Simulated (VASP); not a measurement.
# Cu in VASP: a series of runs

Cu is run at these levels: PBEsol; tasks: single point.

Everything below comes from runs of VASP 6.6.1. Logs are shortened: lines on timing, memory, paths and dates and some standing lists are left out, and cuts for length are marked.

## (1) The cell of the first run

It takes space group Fm-3m (No. 225, cubic). Conventional cell: a = 3.454 Å, b = 3.454 Å, c = 3.454 Å, α = 90.00°, β = 90.00°, γ = 90.00°. Cu (site symmetry m-3m) has 12 Cu at 2.44 Å within 3.2 Å.

## (2) Single point, PBEsol

Input file INCAR:

```
PREC = Accurate ; ENCUT = 820
EDIFF = 1E-6 ; ISMEAR = 0
SIGMA = 0.1 ; LREAL = False
LASPH = True ; NELM = 120
ALGO = Normal ; ISIF = 2
LWAVE = False ; LCHARG = False
GGA = PS ; NBANDS = 16
GGA_COMPAT = False
```

Input file KPOINTS:

```
Automatic mesh
0
Gamma
  20 20 20
```

Input file POSCAR:

```
Cu
1.0
    0.0000000000      1.7268096295      1.7268096295
    1.7268096295      0.0000000000      1.7268096295
    1.7268096295      1.7268096295      0.0000000000
Cu
1
Direct
    0.0000000000      0.0000000000      0.0000000000
```

Potentials or basis: VASP PAW PBE potentials, release 64 (Cu_sv_GW).

On the command line:

```bash
$ cat potpaw_PBE.64/Cu_sv_GW/POTCAR > POTCAR
$ mpirun -np 1 vasp_std > vasp.out
```

OUTCAR:

```text
PREC = Accurate
   ENCUT = 820
   EDIFF = 1E-6
   ISMEAR = 0
   LREAL = False
   LASPH = True
   NELM = 120
   ISIF = 2
   GGA = PS

 ion  position               nearest neighbor table
   1  0.000  0.000  0.000-

  LATTYP: Found a face centered cubic cell.
 ALAT       =     3.4536192590

  Lattice vectors:

 A1 = (   0.0000000000,   1.7268096295,   1.7268096295)
 A2 = (   1.7268096295,   0.0000000000,   1.7268096295)
 A3 = (   1.7268096295,   1.7268096295,   0.0000000000)

Analysis of symmetry for initial positions (statically):
=====================================================================
 Subroutine PRICEL returns:
 Original cell was already a primitive cell.

 Routine SETGRP: Setting up the symmetry group for a
 face centered cubic supercell.

 Subroutine GETGRP returns: Found 48 space group operations
 (whereof 48 operations were pure point group operations)
 out of a pool of 48 trial point group operations.

The static configuration has the point symmetry O_h .

Analysis of symmetry for dynamics (positions and initial velocities):
=====================================================================
 Subroutine PRICEL returns:
 Original cell was already a primitive cell.

 Routine SETGRP: Setting up the symmetry group for a
 face centered cubic supercell.

 Subroutine GETGRP returns: Found 48 space group operations
 (whereof 48 operations were pure point group operations)
 out of a pool of 48 trial point group operations.

The dynamic configuration has the point symmetry O_h .

 Subroutine INISYM returns: Found 48 space group operations
 (whereof 48 operations are pure point group operations),
 and found     1 'primitive' translations

----------------------------------------------------------------------------------------

                                     Primitive cell

  volume of cell :      10.2982

  direct lattice vectors                    reciprocal lattice vectors
     0.000000000  1.726809629  1.726809629    -0.289551316  0.289551316  0.289551316
     1.726809629  0.000000000  1.726809629     0.289551316 -0.289551316  0.289551316
     1.726809629  1.726809629  0.000000000     0.289551316  0.289551316 -0.289551316

  length of vectors
     2.442077598  2.442077598  2.442077598     0.501517590  0.501517590  0.501517590

  position of ions in fractional coordinates (direct lattice)
     0.000000000  0.000000000  0.000000000

  ion indices of the primitive-cell ions
   primitive index   ion index
                 1           1
[... 57 lines left out ...]
   dimension x,y,z NGX =    24 NGY =   24 NGZ =   24
   dimension x,y,z NGXF=    48 NGYF=   48 NGZF=   48
   ions per type =               1
   NGX,Y,Z   is equivalent  to a cutoff of  16.34, 16.34, 16.34 a.u.
   NGXF,Y,Z  is equivalent  to a cutoff of  32.68, 32.68, 32.68 a.u.
 SYSTEM =  unknown system
   PREC   = accura    normal or accurate (medium, high low for compatibility)
   ISTART =      0    job   : 0-new  1-cont  2-samecut
   ICHARG =      2    charge: 1-file 2-atom 10-const
   ISPIN  =      1    spin polarized calculation?
   LNONCOLLINEAR =      F non collinear calculations
   LSORBIT =      F    spin-orbit coupling
   LASPH  =      T    aspherical Exc in radial PAW
   ENCUT  =  820.0 eV  60.27 Ry    7.76 a.u.   5.70  5.70  5.70*2*pi/ulx,y,z
   NELM   =    120;   NELMIN=  2; NELMDL= -5     # of ELM steps
   EDIFF  = 0.1E-05   stopping-criterion for ELM
   LREAL  =      F    real-space projection
[... 7 lines left out ...]
   TEBEG  =    0.0;   TEEND  =   0.0 temperature during run
   PSTRESS=    0.0 pullay stress
   NELECT =      19.0000    total number of electrons
   NUPDOWN=      -1.0000    fix difference up-down
   EMIN   =  10.00;   EMAX   =-10.00  energy-range for DOS
   EFERMI =   0.00;   METHOD = LEGACY
   ISMEAR =     0;   SIGMA  =   0.10  broadening in eV -4-tet -1-fermi 0-gaus
   EFERMI_NEDOS =   21; number of points for ismear=-14 and -15
   IALGO  =     38    algorithm
   IMIX   =      4    mixing-type and parameters
     AMIX     =   0.40;   BMIX     =  1.00
     AMIX_MAG =   1.60;   BMIX_MAG =  1.00
  volume/ion in A,a.u.               =      10.30        69.50
  Fermi-wavevector in a.u.,A,eV,Ry     =   2.007882  3.794347 54.853127  4.031591
  Thomas-Fermi vector in A             =   3.021503
   LORBIT       =      0    0 simple, 1 ext, 2 COOP (PROOUT), +10 PAW based schemes
   GGA     = PS    functional components
   LHFCALC =     F    Hartree Fock is set to
   AEXX    =    0.0000 exact exchange contribution
   IVDW    =     0    specifies the selected vdW correction
   LEPSILON=     F    determine dielectric tensor
   LRPA    =     F    only Hartree local field effects (RPA)
 non-spin polarized calculation
 Gauss-broadening in eV      SIGMA  =   0.10
  energy-cutoff  :      820.00
  volume of cell :       10.30
 maximum number of plane-waves:       568
   NGX = 11   NGY = 11   NGZ = 11

 number of electron      19.0000004 magnetization

 Free energy of the ion-electron system (eV)
  ---------------------------------------------------
  ext. energy  EPLUGINS =         0.00000000
  ---------------------------------------------------
  free energy    TOTEN  =        -4.33076283 eV

  energy without entropy =       -4.32952068  energy(sigma->0) =       -4.33014176

 E-fermi :   9.2086     XC(G=0): -14.4594

 val. band max:        9.1885614752   @ k =   0.5000   0.3000   0.1500
 cond. band min:       9.2100102750   @ k =   0.4500   0.3500   0.0000
 fundamental gap:      0.0214487998
 Fermi energy:         9.2086297420

 k-point     1 :       0.0000    0.0000    0.0000
  band No.  band energies     occupation
      1    -103.4062      2.00000
      2     -60.8277      2.00000
      3     -60.8277      2.00000
      4     -60.8277      2.00000
      5      -1.3387      2.00000
      6       5.7501      2.00000
[... 433 lines left out ...]
      3     -60.8553      2.00000
      4     -60.8495      2.00000
      5       2.7818      2.00000
      6       5.7794      2.00000
[... 8 lines left out ...]
     15      36.5950      0.00000
     16      38.5616      0.00000

 [... further k-points ...]
[... 5 lines left out ...]
  --------------------------------------------------------------------------------------
  -------------------------------------------------------------------------------------
  Total        1.2039380      1.2039380      1.2039380     -0.0000000     -0.0000000      0.0000000
  in kB      187.3058466    187.3058466    187.3058466     -0.0000000     -0.0000000      0.0000000
  external PRESSURE =     187.3058466 kB  Pullay stress =       0.0000000 kB

 VOLUME and BASIS-vectors are now :
 -----------------------------------------------------------------------------
  energy-cutoff  :      820.00
  volume of cell :       10.30
      direct lattice vectors                 reciprocal lattice vectors
     0.000000000  1.726809629  1.726809629    -0.289551316  0.289551316  0.289551316
     1.726809629  0.000000000  1.726809629     0.289551316 -0.289551316  0.289551316
     1.726809629  1.726809629  0.000000000     0.289551316  0.289551316 -0.289551316

 POSITION                                       TOTAL-FORCE (eV/Angst)
 -----------------------------------------------------------------------------------
      0.00000      0.00000      0.00000         0.000000      0.000000     -0.000000
 -----------------------------------------------------------------------------------
    total drift:                               -0.000000      0.000000      0.000000

  FREE ENERGIE OF THE ION-ELECTRON SYSTEM (eV)
  ---------------------------------------------------
  free  energy   TOTEN  =        -4.3307628305 eV

  energy  without entropy=       -4.3295206805  energy(sigma->0) =       -4.33014176
```

OSZICAR:

```text
N       E                     dE             d eps       ncg     rms          rms(c)
DAV:   1     0.251297632898E+03    0.25130E+03   -0.14866E+04 10664   0.513E+03
DAV:   2     0.456180467702E+01   -0.24674E+03   -0.23425E+03 12304   0.999E+02
DAV:   3    -0.525837654931E+01   -0.98202E+01   -0.97941E+01 11152   0.199E+02
DAV:   4    -0.538770218761E+01   -0.12933E+00   -0.12931E+00 11296   0.157E+01
DAV:   5    -0.539482625287E+01   -0.71241E-02   -0.71240E-02 11696   0.395E+00    0.952E+00
DAV:   6    -0.490977122876E+01    0.48506E+00   -0.62326E+00 10216   0.211E+02    0.548E+00
DAV:   7    -0.435175400510E+01    0.55802E+00   -0.18588E+00  9168   0.110E+02    0.205E+00
DAV:   8    -0.433089430678E+01    0.20860E-01   -0.28893E-02 13416   0.461E+00    0.282E-01
DAV:   9    -0.433082823991E+01    0.66067E-04   -0.13402E-03 13256   0.255E+00    0.882E-02
DAV:  10    -0.433076315302E+01    0.65087E-04   -0.98284E-05 13096   0.755E-01    0.651E-03
DAV:  11    -0.433076283046E+01    0.32255E-06   -0.49292E-07  7072   0.262E-02
   1 F= -.43307628E+01 E0= -.43301418E+01  d E =-.124215E-02
```

Run time: 58 s. Hardware: 1 thread of AMD EPYC 7R13 (Zen 3), shared host; peak memory 0.2 GiB.

What came out:

| Item | Value |
| --- | --- |
| Free energy | -4.3308 eV |
| Pressure | 18.7 GPa |
| Band gap on the k mesh | zero (an odd number of electrons rules out a gap without spin polarisation) |

Caveat: the cell stands under pressure; the PAW data sets were made with another functional, which shifts forces and pressure a little.

## (3) Single point, PBEsol (uniaxial strain along a: +2.0 %, then relaxed in part)

Input file INCAR:

```
SYSTEM = Cu
PREC = Accurate ; ENCUT = 820
EDIFF = 1E-6 ; ISMEAR = 0
SIGMA = 0.1 ; LREAL = .False.
LASPH = .True. ; NELM = 120
ALGO = Normal ; ISIF = 2
LWAVE = .False. ; LCHARG = .False.
GGA = PS ; NBANDS = 26
GGA_COMPAT = .False.
```

Input file KPOINTS:

```
regular mesh
0
Gamma
  20 20 14
  0 0 0
```

Input file POSCAR:

```
Cu
1.0
    1.8173403130      1.8173403130      0.0000000000
   -1.7894388446      1.7894388446      0.0000000000
    0.0000000000      0.0000000000      3.4999459009
Cu
2
Direct
    0.0000000000      0.0000000000      0.0000000000
    0.5000000000      0.5000000000      0.5000000000
```

Potentials or basis: VASP PAW PBE potentials, release 64 (Cu_sv_GW).

On the command line:

```bash
$ cat potpaw_PBE.64/Cu_sv_GW/POTCAR > POTCAR
$ mpirun -np 1 vasp_std > vasp.out
```

It took 5.9 min on 1 thread of Intel Xeon 6975P-C (Granite Rapids), shared host; peak memory 1.1 GiB.

The run converged. Its results:

| Item | Value |
| --- | --- |
| Free energy | -8.7730 eV |
| Pressure | -2.2 GPa |
| Band gap on the k mesh | zero (bands 19 and 20 overlap by 8.19 eV) |

Stress tensor (GPa, compression positive):
```
-2.71 -1.39  0.00
-1.39 -2.71  0.00
 0.00  0.00 -1.28
```

Levels at points of the mesh, in eV from the Fermi level:
| k point | band 16 | band 17 | band 18 | band 19 | band 20 | band 21 | band 22 | band 23 |
| --- | --- | --- | --- | --- | --- | --- | --- | --- |
| (0.00, 0.00, 0.00) | -2.17 | -1.65 | -1.48 | -1.47 | 1.81 | 7.88 | 12.41 | 13.15 |
| (0.50, 0.00, 0.00) | -2.58 | -2.26 | -2.26 | -0.45 | -0.45 | 10.08 | 10.08 | 11.48 |
| (0.00, 0.50, 0.00) | -2.66 | -2.29 | -2.29 | -0.31 | -0.31 | 10.27 | 10.27 | 11.63 |
| (0.50, 0.50, 0.00) | -1.53 | -1.44 | -1.44 | 1.14 | 1.14 | 7.07 | 7.07 | 13.49 |
| (0.00, 0.00, 0.50) | -2.49 | -2.44 | -2.44 | -1.99 | -1.99 | 16.76 | 16.76 | 17.47 |
| (0.50, 0.00, 0.50) | -1.69 | -1.59 | -1.59 | -1.28 | -1.28 | 3.81 | 3.81 | 21.33 |
| (0.00, 0.50, 0.50) | -1.64 | -1.61 | -1.61 | -1.14 | -1.14 | 4.02 | 4.02 | 20.92 |
| (0.50, 0.50, 0.50) | -2.28 | -1.53 | -1.53 | 6.20 | 6.20 | 6.32 | 6.32 | 8.28 |

Caveat: the cell differs from its parent crystal (uniaxial strain along a: +2.0 %, then relaxed in part); the PAW data sets were made with another functional, which shifts forces and pressure a little.

## (4) Single point, PBEsol (uniaxial strain along a: -4.0 %, then relaxed in part)

Input file INCAR:

```
SYSTEM = Cu
  PREC = Accurate
  ENCUT = 820
  EDIFF = 1E-6
  ISMEAR = 0
  SIGMA = 0.1
  LREAL = .FALSE.
  LASPH = .TRUE.
  NELM = 120
  ALGO = Normal
  ISIF = 2
  LWAVE = .FALSE.
  LCHARG = .FALSE.
  GGA = PS
  NBANDS = 26
  GGA_COMPAT = .FALSE.
```

Input file KPOINTS:

```
regular mesh
0
G
  20 20 14
  0 0 0
```

Input file POSCAR:

```
Cu
1.0
    1.7104379417      1.7104379417      0.0000000000
   -1.7766848181      1.7766848181      0.0000000000
    0.0000000000      0.0000000000      3.6671462954
Cu
2
Direct
    0.0000000000      0.0000000000      0.0000000000
    0.5000000000      0.5000000000      0.5000000000
```

On the command line:

```bash
$ cat potpaw_PBE.64/Cu_sv_GW/POTCAR > POTCAR
$ mpirun -np 1 vasp_std > vasp.out
```

Run time: 12 min. Hardware: 1 thread of AMD EPYC 7R13 (Zen 3), shared host; peak memory 1 GiB.

The run converged. Its results:

```yaml
Free_energy: -8.7517 eV
Pressure: 1.6 GPa
Band_gap_on_the_k_mesh: zero (bands 19 and 20 overlap by 8.17 eV)
```

Stress tensor (GPa, compression positive):
```
 3.12  4.49  0.00
 4.49  3.12  0.00
 0.00  0.00 -1.37
```

Levels at points of the mesh, in eV from the Fermi level:
```
           k point  band 15  band 16  band 17  band 18  band 19  band 20  band 21  band 22  band 23  band 24
(0.00, 0.00, 0.00)    -2.43    -2.15    -1.66    -1.52    -1.52     0.61     6.59    13.31    15.25    18.62
(0.50, 0.00, 0.00)    -2.74    -2.74    -2.28    -2.28     0.06     0.06     9.81     9.81    10.85    10.85
(0.00, 0.50, 0.00)    -2.51    -2.51    -2.20    -2.20    -0.31    -0.31     9.31     9.31    10.42    10.42
(0.50, 0.50, 0.00)    -1.60    -1.60    -1.40    -1.40     1.73     1.73     7.95     7.95    13.00    13.00
(0.00, 0.00, 0.50)    -2.48    -2.48    -2.34    -2.34    -1.91    -1.91    17.28    17.28    17.44    17.44
(0.50, 0.00, 0.50)    -1.74    -1.74    -1.56    -1.56    -1.09    -1.09     4.31     4.31    20.87    20.87
(0.00, 0.50, 0.50)    -1.68    -1.68    -1.66    -1.66    -1.46    -1.46     3.75     3.75    20.50    20.50
(0.50, 0.50, 0.50)    -2.36    -2.36    -1.41    -1.41     6.26     6.26     6.54     6.54     8.86     8.86
```

Caveat: the cell differs from its parent crystal (uniaxial strain along a: -4.0 %, then relaxed in part); the PAW data sets were made with another functional, which shifts forces and pressure a little.

## (5) Summary

| cell | k mesh | gap on the mesh (eV) | pressure (GPa) |
| --- | --- | --- | --- |
| a = 2.442 Å, angles 60.0°, 1 atom, atomic positions A | 20 × 20 × 20 | none | 18.7 |
| a = 2.570, b = 2.531, c = 3.500 Å, 2 atoms, atomic positions B | 20 × 20 × 14 | none | -2.2 |
| a = 2.419, b = 2.513, c = 3.667 Å, 2 atoms, atomic positions B | 20 × 20 × 14 | none | 1.6 |

Alike in all rows: task single point; level PBEsol; potentials or basis VASP PAW PBE potentials, release 64 (Cu_sv_GW); no spin polarisation; cutoff (eV) 820; smearing gaussian 0.1 eV.

Caveats: the PAW data sets were made with another functional, which shifts forces and pressure a little; the cell stands under pressure (at least some runs).

Total energies depend on the potentials used, so only differences within one code and one set of settings carry meaning.

The gap in the log of VASP goes by the Fermi energy; the results here count the filled bands.